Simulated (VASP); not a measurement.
# LiCl (P1) in VASP: single point with PBE

Aim: the single point of LiCl with PBE.

Program: VASP 6.6.1. These are calculated values, not measurements. Logs are shortened: lines on timing, memory, paths and dates and some standing lists are left out, and cuts for length are marked.

**1. The cell of the first run**

The typed cell holds 8 atoms: a = 3.612 Å, b = 6.829 Å, c = 6.759 Å, α = 90.12°, β = 89.81°, γ = 89.79°.

**2. Single point, PBE**

Input file INCAR:

```
PREC     = Accurate       # precision mode
ENCUT    = 520            # plane-wave cutoff, eV
EDIFF    = 1E-6           # SCF threshold, eV
ISMEAR   = 0              # smearing method
SIGMA    = 0.1            # smearing width, eV
LREAL    = F              # projectors in reciprocal space
LASPH    = T              # aspherical terms in the spheres
NELM     = 100            # most SCF steps
ALGO     = Normal         # electronic algorithm
ISIF     = 2              # what is computed and relaxed
LWAVE    = F              # write WAVECAR
LCHARG   = T              # write CHGCAR
GGA      = PE             # functional
LELF     = T              # ELF
LVHAR    = T            
NBANDS   = 30             # bands
```

Input file KPOINTS:

```
regular mesh
0
Gamma
  4 2 2
```

Input file POSCAR:

```
LiCl
1.0
    0.0066627119      0.0059463375      3.6119032894
    6.8294606949     -0.0074508802      0.0128962305
   -0.0073577149      6.7589089543      0.0110275928
Li Cl
4 4
Direct
    0.4919524431      0.6576335296      0.6663098589
    0.2652427098      0.1576738914      0.8332333407
    0.9761536330      0.3445185615      0.3314497951
    0.7670118241      0.8425427520      0.1662471774
   -0.0106541659      0.8313173323      0.8283299415
    0.7646309498      0.3313191999      0.6728087975
    0.4792174266      0.1672446602      0.1734554662
    0.2664451795      0.6677500730      0.3281656228
```

Potentials or basis: VASP PAW PBE potentials, release 64 (Li_sv, Cl).

On the command line:

```console
> cat potpaw_PBE.64/Li_sv/POTCAR potpaw_PBE.64/Cl/POTCAR > POTCAR
> mpirun -np 1 vasp_std > vasp.out
```

OUTCAR:

```text
PREC = Accurate
   ENCUT = 520
   EDIFF = 1E-6
   ISMEAR = 0
   LREAL = F
   LASPH = T
   NELM = 100
   ISIF = 2
   GGA = PE

 ion  position               nearest neighbor table
   1  0.492  0.658  0.666-   5 2.42   5 2.42   8 2.43   6 2.43
   2  0.265  0.158  0.833-   6 2.42   6 2.42   7 2.43   5 2.45
   3  0.976  0.345  0.331-   7 2.42   7 2.42   6 2.43   8 2.45
   4  0.767  0.843  0.166-   5 2.42   8 2.42   8 2.43   7 2.45
   5  0.989  0.831  0.828-   4 2.42   1 2.42   1 2.42   2 2.45
   6  0.765  0.331  0.673-   2 2.42   2 2.42   3 2.43   1 2.43
   7  0.479  0.167  0.173-   3 2.42   3 2.42   2 2.43   4 2.45
   8  0.266  0.668  0.328-   4 2.42   4 2.43   1 2.43   3 2.45

  LATTYP: Found a triclinic cell.
 ALAT       =     7.6530390342
 B/A-ratio  =     1.2568900730
 C/A-ratio  =     0.4719581742
 COS(alpha) =     0.0003472928
 COS(beta)  =     0.4690650413
 COS(gamma) =     0.6220971478

  Lattice vectors:

 A1 = (   0.0140204268,  -6.7529626168,   3.6008756966)
 A2 = (   6.8368184098,  -6.7663598345,   0.0018686377)
 A3 = (   0.0066627119,   0.0059463375,   3.6119032894)

Analysis of symmetry for initial positions (statically):
=====================================================================
 Subroutine PRICEL returns:
 Original cell was already a primitive cell.

 Routine SETGRP: Setting up the symmetry group for a
 triclinic supercell.

 Subroutine GETGRP returns: Found  1 space group operations
 (whereof  1 operations were pure point group operations)
 out of a pool of  2 trial point group operations.

The static configuration has the point symmetry C_1 .

Analysis of symmetry for dynamics (positions and initial velocities):
=====================================================================
 Subroutine PRICEL returns:
 Original cell was already a primitive cell.

 Routine SETGRP: Setting up the symmetry group for a
 triclinic supercell.

 Subroutine GETGRP returns: Found  1 space group operations
 (whereof  1 operations were pure point group operations)
 out of a pool of  2 trial point group operations.

The dynamic configuration has the point symmetry C_1 .

 Subroutine INISYM returns: Found  1 space group operations
 (whereof  1 operations are pure point group operations),
 and found     1 'primitive' translations

----------------------------------------------------------------------------------------

                                     Primitive cell

  volume of cell :     166.7232

  direct lattice vectors                    reciprocal lattice vectors
     0.006662712  0.005946338  3.611903289    -0.000523302 -0.000452291  0.276864051
     6.829460695 -0.007450880  0.012896230     0.146425131  0.000159839 -0.000270367
    -0.007357715  6.758908954  0.011027593     0.000161876  0.147953447 -0.000243877

  length of vectors
     3.611914329  6.829476935  6.758921955     0.276864915  0.146425468  0.147953737

  position of ions in fractional coordinates (direct lattice)
     0.491952443  0.657633530  0.666309859
     0.265242710  0.157673891  0.833233341
     0.976153633  0.344518562  0.331449795
     0.767011824  0.842542752  0.166247177
     0.989345834  0.831317332  0.828329942
     0.764630950  0.331319200  0.672808797
     0.479217427  0.167244660  0.173455466
     0.266445180  0.667750073  0.328165623

  ion indices of the primitive-cell ions
   primitive index   ion index
                 1           1
                 2           2
                 3           3
                 4           4
                 5           5
                 6           6
                 7           7
                 8           8

----------------------------------------------------------------------------------------

 KPOINTS: regular mesh

Automatic generation of k-mesh.
 Grid dimensions read from file:
 generate k-points for:    4    2    2

 Generating k-lattice:

  Cartesian coordinates                     Fractional coordinates (reciprocal lattice)
    -0.000130826 -0.000113073  0.069216013     0.250000000  0.000000000  0.000000000
     0.073212566  0.000079919 -0.000135183     0.000000000  0.500000000 -0.000000000
     0.000080938  0.073976724 -0.000121938     0.000000000 -0.000000000  0.500000000

  Length of vectors
     0.069216229  0.073212734  0.073976868

  Shift w.r.t. Gamma in fractional coordinates (k-lattice)
     0.000000000  0.000000000  0.000000000

 Subroutine IBZKPT returns following result:
 ===========================================

 Found     12 irreducible k-points:

 Following reciprocal coordinates:
            Coordinates               Weight
  0.000000  0.000000  0.000000      1.000000
  0.250000 -0.000000  0.000000      2.000000
  0.500000 -0.000000  0.000000      1.000000
 -0.000000  0.500000  0.000000      1.000000
  0.250000  0.500000  0.000000      2.000000
  0.500000  0.500000  0.000000      1.000000
  0.000000  0.000000  0.500000      1.000000
  0.250000  0.000000  0.500000      2.000000
  0.500000 -0.000000  0.500000      1.000000
 -0.000000  0.500000  0.500000      1.000000
  0.250000  0.500000  0.500000      2.000000
  0.500000  0.500000  0.500000      1.000000
   k-points           NKPTS =     12   k-points in BZ     NKDIM =     12   number of bands    NBANDS=     30
   number of dos      NEDOS =    301   number of ions     NIONS =      8
   total plane-waves  NPLWV =  75600
   dimension x,y,z NGX =    28 NGY =   54 NGZ =   50
   dimension x,y,z NGXF=    56 NGYF=  108 NGZF=  100
   ions per type =               4   4
   NGX,Y,Z   is equivalent  to a cutoff of  12.89, 13.14, 12.30 a.u.
   NGXF,Y,Z  is equivalent  to a cutoff of  25.78, 26.29, 24.60 a.u.
 SYSTEM =  unknown system
   PREC   = accura    normal or accurate (medium, high low for compatibility)
   ISTART =      0    job   : 0-new  1-cont  2-samecut
   ICHARG =      2    charge: 1-file 2-atom 10-const
   ISPIN  =      1    spin polarized calculation?
   LNONCOLLINEAR =      F non collinear calculations
   LSORBIT =      F    spin-orbit coupling
   LASPH  =      T    aspherical Exc in radial PAW
   ENCUT  =  520.0 eV  38.22 Ry    6.18 a.u.   6.72 12.70 12.57*2*pi/ulx,y,z
   NELM   =    100;   NELMIN=  2; NELMDL= -5     # of ELM steps
   EDIFF  = 0.1E-05   stopping-criterion for ELM
   LREAL  =      F    real-space projection
   EDIFFG = 0.1E-04   stopping-criterion for IOM
   NSW    =      0    number of steps for IOM
   IBRION =     -1    ionic relax: 0-MD 1-quasi-New 2-CG
   NFREE  =      0    steps in history (QN), initial steepest desc. (CG)
   ISIF   =      2    stress and relaxation
   ISYM   =      2    0-nonsym 1-usesym 2-fastsym
   POTIM  = 0.5000    time-step for ionic-motion
   TEBEG  =    0.0;   TEEND  =   0.0 temperature during run
   PSTRESS=    0.0 pullay stress
   NELECT =      40.0000    total number of electrons
   NUPDOWN=      -1.0000    fix difference up-down
   EMIN   =  10.00;   EMAX   =-10.00  energy-range for DOS
   EFERMI =   0.00;   METHOD = LEGACY
   ISMEAR =     0;   SIGMA  =   0.10  broadening in eV -4-tet -1-fermi 0-gaus
   EFERMI_NEDOS =   21; number of points for ismear=-14 and -15
   IALGO  =     38    algorithm
   IMIX   =      4    mixing-type and parameters
     AMIX     =   0.40;   BMIX     =  1.00
     AMIX_MAG =   1.60;   BMIX_MAG =  1.00
  volume/ion in A,a.u.               =      20.84       140.64
  Fermi-wavevector in a.u.,A,eV,Ry     =   1.017254  1.922332 14.079394  1.034806
  Thomas-Fermi vector in A             =   2.150645
   LORBIT       =      0    0 simple, 1 ext, 2 COOP (PROOUT), +10 PAW based schemes
   GGA     = PE    functional components
   LHFCALC =     F    Hartree Fock is set to
   AEXX    =    0.0000 exact exchange contribution
   IVDW    =     0    specifies the selected vdW correction
   LEPSILON=     F    determine dielectric tensor
   LRPA    =     F    only Hartree local field effects (RPA)
 non-spin polarized calculation
 Gauss-broadening in eV      SIGMA  =   0.10
  energy-cutoff  :      520.00
  volume of cell :      166.72
 maximum number of plane-waves:      4520
 NGX is ok and might be reduce to    28
   NGX = 13   NGY = 25   NGZ = 25

 number of electron      40.0000012 magnetization

 Free energy of the ion-electron system (eV)
  ---------------------------------------------------
  ext. energy  EPLUGINS =         0.00000000
  ---------------------------------------------------
  free energy    TOTEN  =       -29.28975539 eV

  energy without entropy =      -29.28975539  energy(sigma->0) =      -29.28975539

 E-fermi :  -0.4544     XC(G=0):  -7.6361

 val. band max:       -1.0051740338   @ k =   0.0000   0.0000   0.0000
 cond. band min:       4.6945763469   @ k =   0.0000   0.0000   0.0000
 fundamental gap:      5.6997503807
 Fermi energy:        -0.4543790184

 k-point     1 :       0.0000    0.0000    0.0000
  band No.  band energies     occupation
      1     -44.3431      2.00000
      2     -44.3363      2.00000
      3     -44.3270      2.00000
      4     -44.3248      2.00000
      5     -13.9025      2.00000
      6     -13.5718      2.00000
[... 22 lines left out ...]
     29       9.3047      0.00000
     30       9.8116      0.00000

 k-point     2 :       0.2500   -0.0000    0.0000
  band No.  band energies     occupation
      1     -44.3426      2.00000
      2     -44.3358      2.00000
      3     -44.3265      2.00000
      4     -44.3243      2.00000
      5     -13.7675      2.00000
      6     -13.5450      2.00000
[... 22 lines left out ...]
     29       8.9172      0.00000
     30       9.5628      0.00000

 k-point     3 :       0.5000   -0.0000    0.0000
  band No.  band energies     occupation
      1     -44.3421      2.00000
      2     -44.3354      2.00000
      3     -44.3261      2.00000
      4     -44.3239      2.00000
      5     -13.5645      2.00000
      6     -13.5536      2.00000
[... 286 lines left out ...]
     29       9.3000      0.00000
     30       9.3215      0.00000

 k-point    12 :       0.5000    0.5000    0.5000
  band No.  band energies     occupation
      1     -44.3421      2.00000
      2     -44.3354      2.00000
      3     -44.3260      2.00000
      4     -44.3239      2.00000
      5     -13.4454      2.00000
      6     -13.4422      2.00000
[... 22 lines left out ...]
     29       9.4700      0.00000
     30       9.4910      0.00000

------------------------ aborting loop because EDIFF is reached ----------------------------------------

  FORCE on cell =-STRESS in cart. coord.  units (eV):
  Direction    XX          YY          ZZ          XY          YZ          ZX
  --------------------------------------------------------------------------------------
  -------------------------------------------------------------------------------------
  Total       -0.1694490     -0.1959554     -0.2563385      0.0283821     -0.0066360     -0.0067941
  in kB       -1.6283723     -1.8830932     -2.4633632      0.2727464     -0.0637706     -0.0652904
  external PRESSURE =      -1.9916095 kB  Pullay stress =       0.0000000 kB

 VOLUME and BASIS-vectors are now :
 -----------------------------------------------------------------------------
  energy-cutoff  :      520.00
  volume of cell :      166.72
      direct lattice vectors                 reciprocal lattice vectors
     0.006662712  0.005946338  3.611903289    -0.000523302 -0.000452291  0.276864051
     6.829460695 -0.007450880  0.012896230     0.146425131  0.000159839 -0.000270367
    -0.007357715  6.758908954  0.011027593     0.000161876  0.147953447 -0.000243877

 POSITION                                       TOTAL-FORCE (eV/Angst)
 -----------------------------------------------------------------------------------
      4.48966      4.50155      1.79271         0.008251      0.007996     -0.010247
      1.07246      5.63215      0.96925         0.004427     -0.005776      0.001058
      2.35694      2.24348      3.53387        -0.014442      0.009226      0.003906
      5.75800      1.12193      2.78307         0.001601      0.016446     -0.003242
      5.67795      5.59830      3.59328        -0.000463     -0.014228      0.000237
      2.26288      4.54953      2.77347        -0.002485      0.005969      0.002769
      1.14411      1.17397      1.73496         0.005644     -0.007812      0.000779
      4.55973      2.21465      0.97460        -0.002535     -0.011822      0.004740
 -----------------------------------------------------------------------------------
    total drift:                               -0.001121      0.000339     -0.000094

  FREE ENERGIE OF THE ION-ELECTRON SYSTEM (eV)
  ---------------------------------------------------
  free  energy   TOTEN  =       -29.2897553908 eV

  energy  without entropy=      -29.2897553908  energy(sigma->0) =      -29.28975539
```

Wall time 29 s (1 thread of Intel Xeon 6975P-C (Granite Rapids), shared host); peak memory 0.26 GiB.

What came out:

```yaml
Free_energy: -29.2898 eV
Largest_force: 0.018 eV/Å
Band_gap_on_the_k_mesh: 5.70 eV, direct
```

Forces on the atoms (eV/Å):
```
Li   0.008  0.008 -0.010
Li   0.004 -0.006  0.001
Li  -0.014  0.009  0.004
Li   0.002  0.016 -0.003
Cl   0.000 -0.014  0.000
Cl  -0.002  0.006  0.003
Cl   0.006 -0.008  0.001
Cl  -0.003 -0.012  0.005
```

Levels at points of the mesh, in eV from the valence-band top:
```
           k point  band 18  band 19  band 20  band 21  band 22  band 23
(0.00, 0.00, 0.00)    -0.03    -0.01     0.00     5.70     7.81     7.82
(0.50, 0.00, 0.00)    -0.43    -0.12    -0.09     6.85     6.88     8.49
(0.00, 0.50, 0.00)    -0.17    -0.01     0.00     6.74     6.77     7.69
(0.50, 0.50, 0.00)    -0.54    -0.20    -0.19     7.31     7.36     8.10
(0.00, 0.00, 0.50)    -0.16    -0.01    -0.01     6.75     6.78     7.61
(0.50, 0.00, 0.50)    -0.55    -0.10    -0.07     7.12     7.16     8.03
(0.00, 0.50, 0.50)    -0.03    -0.01    -0.01     6.80     6.82     7.49
(0.50, 0.50, 0.50)    -0.44    -0.43    -0.42     7.74     7.77     7.79
```

Caveat: the k points lie up to 0.46 Å⁻¹ apart; the cutoff is under 1.25 times the usual one of these potentials, so pressure, stress and relaxed cells hold a basis-set (Pulay) error.
